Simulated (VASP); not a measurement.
# PbO in VASP: notebook

Runs on PbO. Level: PBE. Tasks: single point.

All numbers are computed with VASP 6.6.1; they aren't measurements. Logs are shortened: lines on timing, memory, paths and dates and some standing lists are left out, and cuts for length are marked.

### Step 1. The cell of the first run

The cell holds a sheet with vacuum, 4 atoms: a = 4.044 Å, b = 4.044 Å, c = 28.523 Å, α = 90.00°, β = 90.00°, γ = 90.00°.

### Step 2. Single point, PBE

The input, INCAR:

```
SYSTEM = PbO
PREC = Accurate
ENCUT = 520
EDIFF = 1E-6
ISMEAR = 0
SIGMA = 0.02
LREAL = .False.
LASPH = .True.
NELM = 80
ALGO = Normal
ISIF = 2
LWAVE = .False.
LCHARG = .False.
LDIPOL = .True.
IDIPOL = 3
DIPOL = 0.5 0.5 0.298
GGA = PE
NBANDS = 28
```

The input, KPOINTS:

```
Automatic mesh
0
Gamma
  6 6 1
  0 0 0
```

The input, POSCAR:

```
PbO
1.0
    4.0436720127      0.0000000000      0.0000000000
    0.0000000000      4.0436720127      0.0000000000
    0.0000000000      0.0000000000     28.5226884000
Pb O
2 2
Direct
    0.0000000000      0.5000000000      0.3399563475
    0.5000000000      0.0000000000      0.2560604010
    0.0000000000      0.0000000000      0.2980083743
    0.5000000000      0.5000000000      0.2980083743
```

Potentials or basis: VASP PAW PBE potentials, release 64 (Pb_d, O).

On the command line:

```bash
cat potpaw_PBE.64/Pb_d/POTCAR potpaw_PBE.64/O/POTCAR > POTCAR
mpirun -np 1 vasp_std > vasp.out
```

OUTCAR:

```text
SYSTEM = PbO
   PREC = Accurate
   ENCUT = 520
   EDIFF = 1E-6
   ISMEAR = 0
   LREAL = .False.
   LASPH = .True.
   NELM = 80
   ISIF = 2
   GGA = PE

 ion  position               nearest neighbor table
   1  0.000  0.500  0.340-   3 2.35   4 2.35   3 2.35   4 2.35   2 3.73   2 3.73   2 3.73   2 3.73

   2  0.500  0.000  0.256-   3 2.35   4 2.35   4 2.35   3 2.35   1 3.73   1 3.73   1 3.73   1 3.73

   3  0.000  0.000  0.298-   1 2.35   1 2.35   2 2.35   2 2.35
   4  0.500  0.500  0.298-   1 2.35   1 2.35   2 2.35   2 2.35

  LATTYP: Found a simple tetragonal cell.
 ALAT       =     4.0436720127
 C/A-ratio  =     7.0536602154

  Lattice vectors:

 A1 = (   4.0436720127,   0.0000000000,   0.0000000000)
 A2 = (   0.0000000000,   4.0436720127,   0.0000000000)
 A3 = (   0.0000000000,   0.0000000000,  28.5226884000)

Analysis of symmetry for initial positions (statically):
=====================================================================
 Subroutine PRICEL returns:
 Original cell was already a primitive cell.

 Routine SETGRP: Setting up the symmetry group for a
 simple tetragonal supercell.

 Subroutine GETGRP returns: Found 16 space group operations
 (whereof  4 operations were pure point group operations)
 out of a pool of 16 trial point group operations.

The static configuration has the point symmetry C_2v.
 The point group associated with its full space group is D_4h.

Analysis of symmetry for dynamics (positions and initial velocities):
=====================================================================
 Subroutine PRICEL returns:
 Original cell was already a primitive cell.

 Routine SETGRP: Setting up the symmetry group for a
 simple tetragonal supercell.

 Subroutine GETGRP returns: Found 16 space group operations
 (whereof  4 operations were pure point group operations)
 out of a pool of 16 trial point group operations.

The dynamic configuration has the point symmetry C_2v.
 The point group associated with its full space group is D_4h.

 Subroutine INISYM returns: Found 16 space group operations
 (whereof  4 operations are pure point group operations),
 and found     1 'primitive' translations

----------------------------------------------------------------------------------------

                                     Primitive cell

  volume of cell :     466.3826

  direct lattice vectors                    reciprocal lattice vectors
     4.043672013  0.000000000  0.000000000     0.247299978  0.000000000  0.000000000
     0.000000000  4.043672013  0.000000000     0.000000000  0.247299978  0.000000000
     0.000000000  0.000000000 28.522688400     0.000000000  0.000000000  0.035059809

  length of vectors
     4.043672013  4.043672013 28.522688400     0.247299978  0.247299978  0.035059809

  position of ions in fractional coordinates (direct lattice)
     0.000000000  0.500000000  0.339956347
     0.500000000  0.000000000  0.256060401
     0.000000000  0.000000000  0.298008374
     0.500000000  0.500000000  0.298008374

  ion indices of the primitive-cell ions
   primitive index   ion index
                 1           1
                 2           2
                 3           3
                 4           4

----------------------------------------------------------------------------------------

 KPOINTS: Automatic mesh

Automatic generation of k-mesh.
 Grid dimensions read from file:
 generate k-points for:    6    6    1

 Generating k-lattice:

  Cartesian coordinates                     Fractional coordinates (reciprocal lattice)
     0.041216663  0.000000000  0.000000000     0.166666667  0.000000000  0.000000000
     0.000000000  0.041216663  0.000000000     0.000000000  0.166666667  0.000000000
     0.000000000  0.000000000  0.035059809     0.000000000  0.000000000  1.000000000

  Length of vectors
     0.041216663  0.041216663  0.035059809

  Shift w.r.t. Gamma in fractional coordinates (k-lattice)
     0.000000000  0.000000000  0.000000000

 Subroutine IBZKPT returns following result:
 ===========================================

 Found     10 irreducible k-points:

 Following reciprocal coordinates:
            Coordinates               Weight
  0.000000  0.000000  0.000000      1.000000
  0.166667  0.000000  0.000000      4.000000
  0.333333  0.000000  0.000000      4.000000
  0.500000  0.000000  0.000000      2.000000
  0.166667  0.166667  0.000000      4.000000
  0.333333  0.166667  0.000000      8.000000
  0.500000  0.166667  0.000000      4.000000
  0.333333  0.333333  0.000000      4.000000
  0.500000  0.333333  0.000000      4.000000
  0.500000  0.500000  0.000000      1.000000
   k-points           NKPTS =     10   k-points in BZ     NKDIM =     10   number of bands    NBANDS=     28
   number of dos      NEDOS =    301   number of ions     NIONS =      4
   total plane-waves  NPLWV = 194400
   dimension x,y,z NGX =    30 NGY =   30 NGZ =  216
   dimension x,y,z NGXF=    60 NGYF=   60 NGZF=  432
   ions per type =               2   2
   NGX,Y,Z   is equivalent  to a cutoff of  12.33, 12.33, 12.59 a.u.
   NGXF,Y,Z  is equivalent  to a cutoff of  24.67, 24.67, 25.18 a.u.
 SYSTEM =  PbO
   PREC   = accura    normal or accurate (medium, high low for compatibility)
   ISTART =      0    job   : 0-new  1-cont  2-samecut
   ICHARG =      2    charge: 1-file 2-atom 10-const
   ISPIN  =      1    spin polarized calculation?
   LNONCOLLINEAR =      F non collinear calculations
   LSORBIT =      F    spin-orbit coupling
   LASPH  =      T    aspherical Exc in radial PAW
   ENCUT  =  520.0 eV  38.22 Ry    6.18 a.u.   7.52  7.52 53.03*2*pi/ulx,y,z
   NELM   =     80;   NELMIN=  2; NELMDL= -5     # of ELM steps
   EDIFF  = 0.1E-05   stopping-criterion for ELM
   LREAL  =      F    real-space projection
   EDIFFG = 0.1E-04   stopping-criterion for IOM
   NSW    =      0    number of steps for IOM
   IBRION =     -1    ionic relax: 0-MD 1-quasi-New 2-CG
   NFREE  =      0    steps in history (QN), initial steepest desc. (CG)
   ISIF   =      2    stress and relaxation
   ISYM   =      2    0-nonsym 1-usesym 2-fastsym
   POTIM  = 0.5000    time-step for ionic-motion
   TEBEG  =    0.0;   TEEND  =   0.0 temperature during run
   PSTRESS=    0.0 pullay stress
   NELECT =      40.0000    total number of electrons
   NUPDOWN=      -1.0000    fix difference up-down
   EMIN   =  10.00;   EMAX   =-10.00  energy-range for DOS
   EFERMI =   0.00;   METHOD = LEGACY
   ISMEAR =     0;   SIGMA  =   0.02  broadening in eV -4-tet -1-fermi 0-gaus
   EFERMI_NEDOS =   21; number of points for ismear=-14 and -15
   IALGO  =     38    algorithm
   IMIX   =      4    mixing-type and parameters
     AMIX     =   0.40;   BMIX     =  1.00
     AMIX_MAG =   1.60;   BMIX_MAG =  1.00
  volume/ion in A,a.u.               =     116.60       786.83
  Fermi-wavevector in a.u.,A,eV,Ry     =   0.721962  1.364309  7.091744  0.521228
  Thomas-Fermi vector in A             =   1.811803
   LORBIT       =      0    0 simple, 1 ext, 2 COOP (PROOUT), +10 PAW based schemes
   GGA     = PE    functional components
   LHFCALC =     F    Hartree Fock is set to
   AEXX    =    0.0000 exact exchange contribution
   IVDW    =     0    specifies the selected vdW correction
   LEPSILON=     F    determine dielectric tensor
   LRPA    =     F    only Hartree local field effects (RPA)
 non-spin polarized calculation
 Gauss-broadening in eV      SIGMA  =   0.02
  energy-cutoff  :      520.00
  volume of cell :      466.38
 maximum number of plane-waves:     12635
   NGX = 15   NGY = 15   NGZ =107

 dipolmoment           0.000000      0.000000     -0.000174 electrons x Angstroem

 number of electron      40.0000001 magnetization

 dipolmoment           0.000000      0.000000      0.000007 electrons x Angstroem

 Free energy of the ion-electron system (eV)
  ---------------------------------------------------
  ext. energy  EPLUGINS =         0.00000000
  ---------------------------------------------------
  free energy    TOTEN  =       -21.46730426 eV

  energy without entropy =      -21.46730426  energy(sigma->0) =      -21.46730426

 E-fermi :  -2.8689     XC(G=0):  -2.1591

 val. band max:       -2.9534560624   @ k =   0.0000   0.0000   0.0000
 cond. band min:      -0.4583588919   @ k =   0.0000   0.0000   0.0000
 fundamental gap:      2.4950971705
 Fermi energy:        -2.8689319330

 k-point     1 :       0.0000    0.0000    0.0000
  band No.  band energies     occupation
      1     -20.4883      2.00000
      2     -20.0756      2.00000
      3     -18.4174      2.00000
      4     -18.4174      2.00000
      5     -18.3812      2.00000
      6     -18.3737      2.00000
[... 20 lines left out ...]
     27       2.7062      0.00000
     28       2.7062      0.00000

 k-point     2 :       0.1667    0.0000    0.0000
  band No.  band energies     occupation
      1     -20.4445      2.00000
      2     -20.0919      2.00000
      3     -18.4145      2.00000
      4     -18.4058      2.00000
      5     -18.3648      2.00000
      6     -18.3576      2.00000
[... 20 lines left out ...]
     27       2.5027      0.00000
     28       2.9188      0.00000

 k-point     3 :       0.3333    0.0000    0.0000
  band No.  band energies     occupation
      1     -20.3427      2.00000
      2     -20.1450      2.00000
      3     -18.4059      2.00000
      4     -18.3790      2.00000
      5     -18.3614      2.00000
      6     -18.3384      2.00000
[... 20 lines left out ...]
     27       2.9897      0.00000
     28       3.2821      0.00000

 k-point     4 :       0.5000    0.0000    0.0000
  band No.  band energies     occupation
      1     -20.2335      2.00000
      2     -20.2335      2.00000
      3     -18.3893      2.00000
      4     -18.3893      2.00000
      5     -18.3517      2.00000
      6     -18.3517      2.00000
[... 144 lines left out ...]
     27       3.5837      0.00000
     28       3.6913      0.00000

 k-point     9 :       0.5000    0.3333    0.0000
  band No.  band energies     occupation
      1     -20.2120      2.00000
      2     -20.2120      2.00000
      3     -18.3469      2.00000
      4     -18.3469      2.00000
      5     -18.3062      2.00000
      6     -18.3062      2.00000
[... 20 lines left out ...]
     27       4.3305      0.00000
     28       4.3306      0.00000

 k-point    10 :       0.5000    0.5000    0.0000
  band No.  band energies     occupation
      1     -20.2073      2.00000
      2     -20.2073      2.00000
      3     -18.3449      2.00000
      4     -18.3449      2.00000
      5     -18.2750      2.00000
      6     -18.2750      2.00000
[... 20 lines left out ...]
     27       3.6572      0.00000
     28       3.6573      0.00000

------------------------ aborting loop because EDIFF is reached ----------------------------------------

 vacuum level on the upper side and lower side of the slab       (xc-potential included)        -0.007        -0.007

  FORCE on cell =-STRESS in cart. coord.  units (eV):
  Direction    XX          YY          ZZ          XY          YZ          ZX
  --------------------------------------------------------------------------------------
  -------------------------------------------------------------------------------------
  Total        0.1237648      0.1237648      0.0345055      0.0000000     -0.0000000      0.0000000
  in kB        0.4251728      0.4251728      0.1185376      0.0000000     -0.0000000      0.0000000
  external PRESSURE =       0.3229611 kB  Pullay stress =       0.0000000 kB

 VOLUME and BASIS-vectors are now :
 -----------------------------------------------------------------------------
  energy-cutoff  :      520.00
  volume of cell :      466.38
      direct lattice vectors                 reciprocal lattice vectors
     4.043672013  0.000000000  0.000000000     0.247299978  0.000000000  0.000000000
     0.000000000  4.043672013  0.000000000     0.000000000  0.247299978  0.000000000
     0.000000000  0.000000000 28.522688400     0.000000000  0.000000000  0.035059809

 POSITION                                       TOTAL-FORCE (eV/Angst)
 -----------------------------------------------------------------------------------
      0.00000      2.02184      9.69647         0.000000     -0.000000      0.045738
      2.02184      0.00000      7.30353         0.000000     -0.000000     -0.045738
      0.00000      0.00000      8.50000        -0.000000      0.000000     -0.000000
      2.02184      2.02184      8.50000        -0.000000     -0.000000     -0.000000
 -----------------------------------------------------------------------------------
    total drift:                                0.000000      0.000000      0.000135

  FREE ENERGIE OF THE ION-ELECTRON SYSTEM (eV)
  ---------------------------------------------------
  free  energy   TOTEN  =       -21.4673042571 eV

  energy  without entropy=      -21.4673042571  energy(sigma->0) =      -21.46730426

 vacuum level on the upper side and lower side of the slab         1.560         1.560
```

Run time: 1.8 min. Hardware: 1 thread of Intel Xeon 6975P-C (Granite Rapids), shared host; peak memory 0.52 GiB.

What came out:

```
Free energy            : -21.4673 eV
Largest force          : 0.046 eV/Å
Band gap on the k mesh : 2.50 eV, direct
```

Forces on the atoms (eV/Å):
```
Pb   0.000  0.000  0.046
Pb   0.000  0.000 -0.046
O    0.000  0.000  0.000
O    0.000  0.000  0.000
```

Levels at points of the mesh, in eV from the valence-band top:
```tsv
k point	band 18	band 19	band 20	band 21	band 22	band 23
(0.00, 0.00, 0.00)	-1.04	-1.04	0.00	2.50	2.51	4.47
(0.50, 0.00, 0.00)	-2.31	-0.65	-0.65	3.37	3.37	4.85
(0.50, 0.50, 0.00)	-1.28	-0.43	-0.43	3.17	3.17	5.19
```

Caveat: spin-orbit coupling is left out, which moves the levels of the heavy elements.

### Step 3. Single point, PBE

This run uses another cell than the first one, of 116.89 Å³/atom, 1.003 times its volume.

The input, INCAR:

```
SYSTEM = PbO
PREC = Accurate
ENCUT = 520
EDIFF = 1E-7
ISMEAR = 0
SIGMA = 0.02
LREAL = .FALSE.
LASPH = .TRUE.
NELM = 80
ALGO = Normal
ISIF = 2
LWAVE = .FALSE.
LCHARG = .FALSE.
LDIPOL = .TRUE.
IDIPOL = 3
DIPOL = 0.5 0.5 0.298
GGA = PE
NBANDS = 28
```

The input, KPOINTS:

```
Automatic mesh
0
G
  6 6 1
  0 0 0
```

The input, POSCAR:

```
PbO
1.0
    4.0487530006      0.0000000000      0.0000000000
    0.0000000000      4.0487530006      0.0000000000
    0.0000000000      0.0000000000     28.5226884000
Pb O
2 2
Direct
    0.0000000000      0.5000000000      0.3399117381
    0.5000000000      0.0000000000      0.2561050105
    0.0000000000      0.0000000000      0.2980083743
    0.5000000000      0.5000000000      0.2980083743
```

Potentials or basis: VASP PAW PBE potentials, release 64 (Pb_d, O).

On the command line:

```bash
cat potpaw_PBE.64/Pb_d/POTCAR potpaw_PBE.64/O/POTCAR > POTCAR
mpirun -np 1 vasp_std > vasp.out
```

Wall time 2.4 min (1 thread of Intel Xeon 6975P-C (Granite Rapids), shared host); peak memory 0.5 GiB.

It converged, with:

- Free energy: -21.4676 eV
- Largest force: 0.035 eV/Å
- Band gap on the k mesh: 2.48 eV, direct

Forces on the atoms (eV/Å):
```
Pb   0.000  0.000  0.035
Pb   0.000  0.000 -0.035
O    0.000  0.000  0.000
O    0.000  0.000  0.000
```

Levels at points of the mesh, in eV from the valence-band top:
```
           k point  band 17  band 18  band 19  band 20  band 21  band 22  band 23  band 24
(0.00, 0.00, 0.00)    -1.08    -1.05    -1.05     0.00     2.48     2.50     4.48     4.51
(0.50, 0.00, 0.00)    -2.31    -2.31    -0.65    -0.65     3.37     3.37     4.83     4.83
(0.50, 0.50, 0.00)    -1.28    -1.28    -0.44    -0.44     3.17     3.17     5.19     5.19
```

Caveat: spin-orbit coupling is left out, which moves the levels of the heavy elements.

### Step 4. Single point, PBE

This run uses another cell than the first one, of 116.95 Å³/atom, 1.003 times its volume.

The input, INCAR:

```
ALGO = Normal
DIPOL = 0.5 0.5 0.298
EDIFF = 1E-7
ENCUT = 520
GGA = PE
IDIPOL = 3
ISIF = 2
ISMEAR = 0
LASPH = True
LCHARG = False
LDIPOL = True
LREAL = False
LWAVE = False
NBANDS = 28
NELM = 80
PREC = Accurate
SIGMA = 0.01
```

The input, KPOINTS:

```
k-points
0
Gamma
  6 6 1
```

The input, POSCAR:

```
PbO
1.0
    4.0497566048      0.0000000000      0.0000000000
    0.0000000000      4.0497566048      0.0000000000
    0.0000000000      0.0000000000     28.5226884000
Pb O
2 2
Direct
    0.0000000000      0.5000000000      0.3398920310
    0.5000000000      0.0000000000      0.2561247176
    0.0000000000      0.0000000000      0.2980083743
    0.5000000000      0.5000000000      0.2980083743
```

On the command line:

```bash
cat potpaw_PBE.64/Pb_d/POTCAR potpaw_PBE.64/O/POTCAR > POTCAR
mpirun -np 1 vasp_std > vasp.out
```

Wall time 2.2 min (1 thread of Intel Xeon 6975P-C (Granite Rapids), shared host); peak memory 0.52 GiB.

The run converged. Its results:

| Quantity | Value |
| --- | --- |
| Free energy | -21.4676 eV |
| Largest force | 0.037 eV/Å |
| Band gap on the k mesh | 2.48 eV, direct |

Forces in eV/Å, atoms in the order of the input:
```
Pb   0.000  0.000  0.037
Pb   0.000  0.000 -0.037
O    0.000  0.000  0.000
O    0.000  0.000  0.000
```

Levels at points of the mesh, in eV from the valence-band top:
```csv
k point,band 17,band 18,band 19,band 20,band 21,band 22,band 23,band 24
"(0.00, 0.00, 0.00)",-1.09,-1.05,-1.05,0.00,2.48,2.50,4.47,4.51
"(0.50, 0.00, 0.00)",-2.31,-2.31,-0.65,-0.65,3.37,3.37,4.83,4.83
"(0.50, 0.50, 0.00)",-1.28,-1.28,-0.44,-0.44,3.17,3.17,5.19,5.19
```

Caveat: spin-orbit coupling is left out, which moves the levels of the heavy elements.

(Continued in part 2 of 2.)
